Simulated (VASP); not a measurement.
# CdTe (F-43m) in VASP: notebook, part 2 of 2

VASP 6.6.1.

**4. Single point, r2SCAN**

This run uses another cell than the first one, of 35.22 Å³/atom.

POSCAR reads:

```
CdTe
1.0
    0.0000000000      3.2778765323      3.2778765323
    3.2778765323      0.0000000000      3.2778765323
    3.2778765323      3.2778765323      0.0000000000
Cd Te
1 1
Direct
    0.0000000000      0.0000000000      0.0000000000
    0.7500000000      0.7500000000      0.7500000000
```

INCAR.step1 reads:

```
SYSTEM = CdTe
PREC = Accurate
ENCUT = 520
ISMEAR = -1
SIGMA = 0.08
LREAL = .False.
LASPH = .True.
NELM = 60
NBANDS = 16
GGA = PE
ALGO = Normal
EDIFF = 1E-4
LWAVE = .True.
LCHARG = .False.
```

INCAR.step2 reads:

```
SYSTEM = CdTe
PREC = Accurate
ENCUT = 520
EDIFF = 1E-6
ISMEAR = -1
SIGMA = 0.08
LREAL = .False.
LASPH = .True.
NELM = 60
ALGO = Normal
ISIF = 2
LWAVE = .False.
LCHARG = .True.
METAGGA = R2SCAN
LMIXTAU = .True.
LELF = .True.
LVHAR = .True.
NBANDS = 16
ISTART = 1
```

KPOINTS reads:

```
regular mesh
0
Gamma
  14 14 14
  0 0 0
```

Potentials or basis: VASP PAW PBE potentials, release 64 (Cd, Te).

Launch:

```console
> cat potpaw_PBE.64/Cd/POTCAR potpaw_PBE.64/Te/POTCAR > POTCAR
> cp INCAR.step1 INCAR
> mpirun -np 1 vasp_std > vasp.out
> cp INCAR.step2 INCAR
> mpirun -np 1 vasp_std > vasp.out
```

OUTCAR:

```text
SYSTEM = CdTe
   PREC = Accurate
   ENCUT = 520
   EDIFF = 1E-6
   ISMEAR = -1
   LREAL = .False.
   LASPH = .True.
   NELM = 60
   ISIF = 2
   METAGGA = R2SCAN
   ISTART = 1

 ion  position               nearest neighbor table
   1  0.000  0.000  0.000-   2 2.84   2 2.84   2 2.84   2 2.84
   2  0.750  0.750  0.750-   1 2.84   1 2.84   1 2.84   1 2.84

  LATTYP: Found a face centered cubic cell.
 ALAT       =     6.5557530646

  Lattice vectors:

 A1 = (   0.0000000000,   3.2778765323,   3.2778765323)
 A2 = (   3.2778765323,   0.0000000000,   3.2778765323)
 A3 = (   3.2778765323,   3.2778765323,   0.0000000000)

Analysis of symmetry for initial positions (statically):
=====================================================================
 Subroutine PRICEL returns:
 Original cell was already a primitive cell.

 Routine SETGRP: Setting up the symmetry group for a
 face centered cubic supercell.

 Subroutine GETGRP returns: Found 24 space group operations
 (whereof 24 operations were pure point group operations)
 out of a pool of 48 trial point group operations.

The static configuration has the point symmetry T_d .

Analysis of symmetry for dynamics (positions and initial velocities):
=====================================================================
 Subroutine PRICEL returns:
 Original cell was already a primitive cell.

 Routine SETGRP: Setting up the symmetry group for a
 face centered cubic supercell.

 Subroutine GETGRP returns: Found 24 space group operations
 (whereof 24 operations were pure point group operations)
 out of a pool of 48 trial point group operations.

The dynamic configuration has the point symmetry T_d .

 Subroutine INISYM returns: Found 24 space group operations
 (whereof 24 operations are pure point group operations),
 and found     1 'primitive' translations

----------------------------------------------------------------------------------------

                                     Primitive cell

  volume of cell :      70.4381

  direct lattice vectors                    reciprocal lattice vectors
     0.000000000  3.277876532  3.277876532    -0.152537777  0.152537777  0.152537777
     3.277876532  0.000000000  3.277876532     0.152537777 -0.152537777  0.152537777
     3.277876532  3.277876532  0.000000000     0.152537777  0.152537777 -0.152537777

  length of vectors
     4.635617448  4.635617448  4.635617448     0.264203180  0.264203180  0.264203180

  position of ions in fractional coordinates (direct lattice)
     0.000000000  0.000000000  0.000000000
     0.750000000  0.750000000  0.750000000

  ion indices of the primitive-cell ions
   primitive index   ion index
                 1           1
                 2           2

----------------------------------------------------------------------------------------

 KPOINTS: regular mesh

Automatic generation of k-mesh.
 Grid dimensions read from file:
 generate k-points for:   14   14   14

 Generating k-lattice:

  Cartesian coordinates                     Fractional coordinates (reciprocal lattice)
    -0.010895556  0.010895556  0.010895556     0.071428571  0.000000000  0.000000000
     0.010895556 -0.010895556  0.010895556     0.000000000  0.071428571  0.000000000
     0.010895556  0.010895556 -0.010895556     0.000000000  0.000000000  0.071428571

  Length of vectors
     0.018871656  0.018871656  0.018871656

  Shift w.r.t. Gamma in fractional coordinates (k-lattice)
     0.000000000  0.000000000  0.000000000

 Subroutine IBZKPT returns following result:
 ===========================================

 Found    104 irreducible k-points:

 Following reciprocal coordinates:
            Coordinates               Weight
  0.000000  0.000000  0.000000      1.000000
  0.071429  0.000000  0.000000      8.000000
  0.142857  0.000000  0.000000      8.000000
  0.214286  0.000000  0.000000      8.000000
  0.285714  0.000000  0.000000      8.000000
  0.357143  0.000000  0.000000      8.000000
[... 16 lines left out ...]
  0.214286  0.142857  0.000000     24.000000
  0.285714  0.142857  0.000000     24.000000
 [... further k-points ...]
   k-points           NKPTS =    104   k-points in BZ     NKDIM =    104   number of bands    NBANDS=     16
   number of dos      NEDOS =    301   number of ions     NIONS =      2
   total plane-waves  NPLWV =  46656
   dimension x,y,z NGX =    36 NGY =   36 NGZ =   36
   dimension x,y,z NGXF=    72 NGYF=   72 NGZF=   72
   ions per type =               1   1
   NGX,Y,Z   is equivalent  to a cutoff of  12.91, 12.91, 12.91 a.u.
   NGXF,Y,Z  is equivalent  to a cutoff of  25.82, 25.82, 25.82 a.u.
 SYSTEM =  CdTe
   PREC   = accura    normal or accurate (medium, high low for compatibility)
   ISTART =      1    job   : 0-new  1-cont  2-samecut
   ICHARG =      0    charge: 1-file 2-atom 10-const
   ISPIN  =      1    spin polarized calculation?
   LNONCOLLINEAR =      F non collinear calculations
   LSORBIT =      F    spin-orbit coupling
   LASPH  =      T    aspherical Exc in radial PAW
   ENCUT  =  520.0 eV  38.22 Ry    6.18 a.u.   8.62  8.62  8.62*2*pi/ulx,y,z
   NELM   =     60;   NELMIN=  2; NELMDL=  0     # of ELM steps
   EDIFF  = 0.1E-05   stopping-criterion for ELM
   LREAL  =      F    real-space projection
   EDIFFG = 0.1E-04   stopping-criterion for IOM
   NSW    =      0    number of steps for IOM
   IBRION =     -1    ionic relax: 0-MD 1-quasi-New 2-CG
   NFREE  =      0    steps in history (QN), initial steepest desc. (CG)
   ISIF   =      2    stress and relaxation
   ISYM   =      2    0-nonsym 1-usesym 2-fastsym
   POTIM  = 0.5000    time-step for ionic-motion
   TEBEG  =    0.0;   TEEND  =   0.0 temperature during run
   PSTRESS=    0.0 pullay stress
   NELECT =      18.0000    total number of electrons
   NUPDOWN=      -1.0000    fix difference up-down
   EMIN   =  10.00;   EMAX   =-10.00  energy-range for DOS
   EFERMI =   0.00;   METHOD = LEGACY
   ISMEAR =    -1;   SIGMA  =   0.08  broadening in eV -4-tet -1-fermi 0-gaus
   EFERMI_NEDOS =   21; number of points for ismear=-14 and -15
   IALGO  =     38    algorithm
   IMIX   =      4    mixing-type and parameters
     AMIX     =   0.40;   BMIX     =  1.00
     AMIX_MAG =   1.60;   BMIX_MAG =  1.00
  volume/ion in A,a.u.               =      35.22       237.67
  Fermi-wavevector in a.u.,A,eV,Ry     =   1.038874  1.963188 14.684226  1.079260
  Thomas-Fermi vector in A             =   2.173379
   LORBIT       =      0    0 simple, 1 ext, 2 COOP (PROOUT), +10 PAW based schemes
   METAGGA = R2SCAN    functional components
   LHFCALC =     F    Hartree Fock is set to
   AEXX    =    0.0000 exact exchange contribution
   IVDW    =     0    specifies the selected vdW correction
   LEPSILON=     F    determine dielectric tensor
   LRPA    =     F    only Hartree local field effects (RPA)
 non-spin polarized calculation
  energy-cutoff  :      520.00
  volume of cell :       70.44
 maximum number of plane-waves:      1917
   NGX = 17   NGY = 17   NGZ = 17

 number of electron      18.0000005 magnetization

 Free energy of the ion-electron system (eV)
  ---------------------------------------------------
  ext. energy  EPLUGINS =         0.00000000
  ---------------------------------------------------
  free energy    TOTEN  =       -46.64572537 eV

  energy without entropy =      -46.64572095  energy(sigma->0) =      -46.64572316

 E-fermi :   2.5092     XC(G=0):  -8.9453

 val. band max:        1.7911854367   @ k =   0.0000   0.0000   0.0000
 cond. band min:       2.9523800991   @ k =   0.0000   0.0000   0.0000
 fundamental gap:      1.1611946624
 Fermi energy:         2.5092025190

 k-point     1 :       0.0000    0.0000    0.0000
  band No.  band energies     occupation
      1      -9.5379      2.00000
      2      -6.6570      2.00000
      3      -6.6570      2.00000
      4      -6.6570      2.00000
      5      -6.3988      2.00000
      6      -6.3988      2.00000
[... 8 lines left out ...]
     15      11.5621      0.00000
     16      11.5621      0.00000

 k-point     2 :       0.0714    0.0000    0.0000
  band No.  band energies     occupation
      1      -9.5191      2.00000
      2      -6.6534      2.00000
      3      -6.6534      2.00000
      4      -6.6417      2.00000
      5      -6.3991      2.00000
      6      -6.3991      2.00000
[... 8 lines left out ...]
     15      11.1989      0.00000
     16      11.1989      0.00000
[... 387 lines left out ...]
      5      -6.4039      2.00000
      6      -6.3909      2.00000
[... 8 lines left out ...]
     15      11.6330      0.00000
     16      11.6704      0.00000

 k-point    24 :       0.2857    0.1429    0.0000
  band No.  band energies     occupation
      1      -9.3121      2.00000
      2      -6.6085      2.00000
      3      -6.6001      2.00000
      4      -6.4626      2.00000
      5      -6.3887      2.00000
      6      -6.3815      2.00000
[... 8 lines left out ...]
     15      11.6857      0.00000
     16      11.7819      0.00000

 [... further k-points ...]
[... 5 lines left out ...]
  --------------------------------------------------------------------------------------
  -------------------------------------------------------------------------------------
  Total        0.0647939      0.0647939      0.0647939      0.0000000      0.0000000      0.0000000
  in kB        1.4737955      1.4737955      1.4737955      0.0000000      0.0000000      0.0000000
  external PRESSURE =       1.4737955 kB  Pullay stress =       0.0000000 kB

 VOLUME and BASIS-vectors are now :
 -----------------------------------------------------------------------------
  energy-cutoff  :      520.00
  volume of cell :       70.44
      direct lattice vectors                 reciprocal lattice vectors
     0.000000000  3.277876532  3.277876532    -0.152537777  0.152537777  0.152537777
     3.277876532  0.000000000  3.277876532     0.152537777 -0.152537777  0.152537777
     3.277876532  3.277876532  0.000000000     0.152537777  0.152537777 -0.152537777

 POSITION                                       TOTAL-FORCE (eV/Angst)
 -----------------------------------------------------------------------------------
      0.00000      0.00000      0.00000        -0.000000     -0.000000     -0.000000
      4.91681      4.91681      4.91681         0.000000      0.000000      0.000000
 -----------------------------------------------------------------------------------
    total drift:                                0.000001      0.000001      0.000001

  FREE ENERGIE OF THE ION-ELECTRON SYSTEM (eV)
  ---------------------------------------------------
  free  energy   TOTEN  =       -46.6457253668 eV

  energy  without entropy=      -46.6457209539  energy(sigma->0) =      -46.64572316
```

Run time: 4.5 min. Hardware: 1 thread of AMD EPYC 9R45 (Zen 5), shared host; peak memory 0.27 GiB.

What came out:

* Free energy: -46.6457 eV
* Pressure: 0.1 GPa
* Band gap on the k mesh: 1.16 eV

Caveat: the PAW data sets were made with another functional, which shifts forces and pressure a little; spin-orbit coupling is left out, which moves the levels of the heavy elements.

**5. Relaxation of cell and atoms, r2SCAN, target pressure 1 GPa, at which the enthalpy is minimised**

This run uses another cell than the first one, of 35.22 Å³/atom.

POSCAR is that of step 4.

INCAR.step1 reads:

```
SYSTEM = CdTe
PREC = Accurate
ENCUT = 600
ISMEAR = 0
SIGMA = 0.01
LREAL = .False.
LASPH = .True.
NELM = 100
GGA = PE
ALGO = Normal
EDIFF = 1E-4
LWAVE = .True.
LCHARG = .False.
```

INCAR.step2 reads:

```
SYSTEM = CdTe
PREC = Accurate
ENCUT = 600
EDIFF = 1E-6
ISMEAR = 0
SIGMA = 0.01
LREAL = .False.
LASPH = .True.
NELM = 100
ALGO = Normal
ISIF = 3
LWAVE = .False.
LCHARG = .False.
METAGGA = R2SCAN
LMIXTAU = .True.
IBRION = 2
NSW = 100
EDIFFG = -0.002
PSTRESS = 10.0
ISTART = 1
```

KPOINTS reads:

```
regular mesh
0
Gamma
  8 8 8
  0 0 0
```

Potentials or basis: VASP PAW PBE potentials, release 64 (Cd, Te).

Launch:

```console
> cat potpaw_PBE.64/Cd/POTCAR potpaw_PBE.64/Te/POTCAR > POTCAR
> cp INCAR.step1 INCAR
> mpirun -np 1 vasp_std > vasp.out
> cp INCAR.step2 INCAR
> mpirun -np 1 vasp_std > vasp.out
```

OUTCAR:

```text
SYSTEM = CdTe
   PREC = Accurate
   ENCUT = 600
   EDIFF = 1E-6
   ISMEAR = 0
   LREAL = .False.
   LASPH = .True.
   NELM = 100
   ISIF = 3
   METAGGA = R2SCAN
   IBRION = 2
   NSW = 100
   EDIFFG = -0.002
   PSTRESS = 10.0
   ISTART = 1

 ion  position               nearest neighbor table
   1  0.000  0.000  0.000-   2 2.84   2 2.84   2 2.84   2 2.84
   2  0.750  0.750  0.750-   1 2.84   1 2.84   1 2.84   1 2.84

  LATTYP: Found a face centered cubic cell.
 ALAT       =     6.5557530646

  Lattice vectors:

 A1 = (   0.0000000000,   3.2778765323,   3.2778765323)
 A2 = (   3.2778765323,   0.0000000000,   3.2778765323)
 A3 = (   3.2778765323,   3.2778765323,   0.0000000000)

Analysis of symmetry for initial positions (statically):
=====================================================================
[... 262 lines left out ...]
 val. band max:        1.9807255194   @ k =   0.0000   0.0000   0.0000
 cond. band min:       3.2104490522   @ k =   0.0000   0.0000   0.0000
 fundamental gap:      1.2297235328
 Fermi energy:         2.0731315116

 k-point     1 :       0.0000    0.0000    0.0000
  band No.  band energies     occupation
      1      -9.4698      2.00000
      2      -6.5365      2.00000
      3      -6.5365      2.00000
      4      -6.5365      2.00000
      5      -6.2622      2.00000
      6      -6.2622      2.00000
      7       1.9807      2.00000
      8       1.9807      2.00000
      9       1.9807      2.00000
     10       3.2104      0.00000
     11       7.0205      0.00000
     12       7.0205      0.00000
     13       7.0205      0.00000
[... 354 lines left out ...]
  band No.  band energies     occupation
      1      -9.0139      2.00000
      2      -6.4431      2.00000
      3      -6.4324      2.00000
      4      -6.2773      2.00000
      5      -6.2564      2.00000
      6      -5.8004      2.00000
      7      -2.2384      2.00000
      8      -0.0705      2.00000
      9       0.7194      2.00000
     10       5.5956      0.00000
     11       6.9178      0.00000
     12       8.3844      0.00000
     13       9.6038      0.00000

 [... further k-points ...]
[... 5 lines left out ...]
  --------------------------------------------------------------------------------------
  -------------------------------------------------------------------------------------
  Total        0.4337996      0.4337996      0.4337996      0.0000000      0.0000000      0.0000000
  in kB       10.0788558     10.0788558     10.0788558      0.0000000      0.0000000      0.0000000
  external PRESSURE =       0.0788558 kB  Pullay stress =      10.0000000 kB
[... 21 lines left out ...]
  energy  without entropy=      -46.6405875581  energy(sigma->0) =      -46.64058756

  enthalpy is  TOTEN    =       -46.2101820004 eV   P V=        0.4304055577

 reached required accuracy - stopping structural energy minimisation
```

OSZICAR.step1:

```text
N       E                     dE             d eps       ncg     rms          rms(c)
DAV:   1     0.109005669317E+03    0.10901E+03   -0.89427E+03   754   0.133E+03
DAV:   2    -0.395176322045E+00   -0.10940E+03   -0.10507E+03   839   0.288E+02
DAV:   3    -0.498711797195E+01   -0.45919E+01   -0.45800E+01   929   0.614E+01
DAV:   4    -0.503522311998E+01   -0.48105E-01   -0.48097E-01  1017   0.545E+00
DAV:   5    -0.503541323869E+01   -0.19012E-03   -0.19012E-03   919   0.309E-01    0.522E+00
DAV:   6    -0.481730053459E+01    0.21811E+00   -0.46349E-01   854   0.880E+00    0.432E+00
DAV:   7    -0.480245214740E+01    0.14848E-01   -0.11705E-01   859   0.251E+00    0.170E+00
DAV:   8    -0.480324033676E+01   -0.78819E-03   -0.10109E-02   794   0.139E+00    0.494E-01
DAV:   9    -0.480358423163E+01   -0.34389E-03   -0.97172E-04   859   0.363E-01    0.109E-01
DAV:  10    -0.480365059139E+01   -0.66360E-04   -0.11766E-04   605   0.119E-01
   1 F= -.48036506E+01 E0= -.48036506E+01  d E =-.249524E-41
```

Wall time 4 min (1 thread of AMD EPYC 9R45 (Zen 5), shared host); peak memory 0.25 GiB.

What came out:

```yaml
Free_energy: -46.6406 eV
Relaxed_volume: 34.48 Å³/atom
Relaxed_cell: a = 4.603 Å, b = 4.603 Å, c = 4.603 Å, α = 60.00°, β = 60.00°, γ = 60.00°
Space_group_after_relaxing_to_0.1_Å: F-43m (No. 216)
Energy_change_on_relaxing_the_run_minimises_the_enthalpy: +2.5 meV/atom
Ionic_steps: 3
Pressure_after_relaxing: 1.0 GPa
Band_gap_on_the_k_mesh: 1.23 eV
```

Step by step:
```csv
step,energy change (eV),largest force (eV/Å),pressure (GPa),volume (Å³)
1,0.0000,0.0000,0.11,70.44
2,0.0086,0.0000,1.34,68.47
3,0.0050,0.0000,1.01,68.96
```

Final structure:
```yaml
crystal:
  lattice:
    - [0.00000, 3.25476, 3.25476]
    - [3.25476, 0.00000, 3.25476]
    - [3.25476, 3.25476, 0.00000]
  atoms:
    - { symbol: Cd, position: [0.00000, 0.00000, 0.00000] }
    - { symbol: Te, position: [0.75000, 0.75000, 0.75000] }
```

Caveat: the cell is relaxed towards a set pressure, so the run minimises the enthalpy, not the energy; the PAW data sets were made with another functional, which shifts forces and pressure a little; spin-orbit coupling is left out, which moves the levels of the heavy elements.

**6. Overview**

```tsv
task	cell	k mesh	cutoff (eV)	smearing	gap on the mesh (eV)	pressure (GPa)
single point	a = 4.569 Å, angles 60.0°, 2 atoms	8 × 8 × 8	520	gaussian 0.01 eV	1.30	2.1
single point	a = 4.602 Å, angles 60.0°, 2 atoms	8 × 8 × 8	520	gaussian 0.01 eV	1.23	1.1
single point	a = 4.636 Å, angles 60.0°, 2 atoms	14 × 14 × 14	520	fermi-dirac 0.08 eV	1.16	0.1
relaxation of cell and atoms	relaxed to 1 GPa from a = 4.636 Å, angles 60.0°, 2 atoms	8 × 8 × 8	600	gaussian 0.01 eV	1.23	1.0
```

Alike in all rows: level r2SCAN; potentials or basis VASP PAW PBE potentials, release 64 (Cd, Te); no spin polarisation.

Caveats: the PAW data sets were made with another functional, which shifts forces and pressure a little; spin-orbit coupling is left out, which moves the levels of the heavy elements; the cell is relaxed towards a set pressure, so the run minimises the enthalpy, not the energy (at least some runs).

Total energies depend on the potentials used, so only differences within one code and one set of settings carry meaning.
